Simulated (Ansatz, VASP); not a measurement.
Rb in VASP and in Ansatz

INCAR

```
PREC = Accurate ; ENCUT = 600
EDIFF = 1E-6 ; ISMEAR = 0
SIGMA = 0.1 ; LREAL = False
LASPH = True ; NELM = 80
ALGO = Normal ; ISIF = 3
LWAVE = False ; LCHARG = False
GGA = PE ; IBRION = 2
NSW = 100 ; EDIFFG = -0.005
```

The input KPOINTS:

```
Automatic mesh
0
Gamma
  10 10 10
```

POSCAR

```
Rb
1.0
   -2.8025000000      2.8025000000      2.8025000000
    2.8025000000     -2.8025000000      2.8025000000
    2.8025000000      2.8025000000     -2.8025000000
Rb
1
Direct
    0.0000000000      0.0000000000      0.0000000000
```

Input for Ansatz:

```yaml
crystal:
  lattice:
    - [-2.8025, 2.8025, 2.8025]
    - [2.8025, -2.8025, 2.8025]
    - [2.8025, 2.8025, -2.8025]
  atoms:
    - { symbol: Rb, position: [0.0, 0.0, 0.0] }
basis:
  ecutwfc: 420
kpoints:
  mp_grid: { grid: [10, 10, 10] }
hamiltonian:
  xc: pbe
scf:
  occupations: { method: gaussian, width: 0.1 }
output:
  forces: true
  stress: true
  eigenvalues: true
relax:
  adjacent_minimum: "off"
  f_tol: 0.005
  max_steps: 80
  cell: { stress_tol: 0.05 }
```

Alike in both runs: task relaxation of cell and atoms; functional PBE; k mesh 10 × 10 × 10; occupations gaussian, width 0.1 eV; no spin polarisation.

|  | VASP | Ansatz |
| --- | --- | --- |
| version | VASP 6.6.1 | Ansatz 0.2.0 |
| potentials or method | VASP PAW PBE potentials, release 64 (Rb_sv), cutoff 600 eV | scalar-relativistic, plane waves, PAW |
| valence electrons in the cell | 9 | 9 |

Ansatz gave:

- gap on the k mesh at the Fermi level, each at its own relaxed structure (eV): none
- relaxed volume (Å³/atom): 91.14
- relaxed length of the cell vector where the two differ most in proportion (Å): 4.910

**Question.** Which values does VASP return?

**Answer.** gap on the k mesh at the Fermi level, each at its own relaxed structure (eV): none; relaxed volume (Å³/atom): 91.04; relaxed length of the cell vector where the two differ most in proportion (Å): 4.909.

A gap of «none» marks a metal or a gap that the smearing closes.
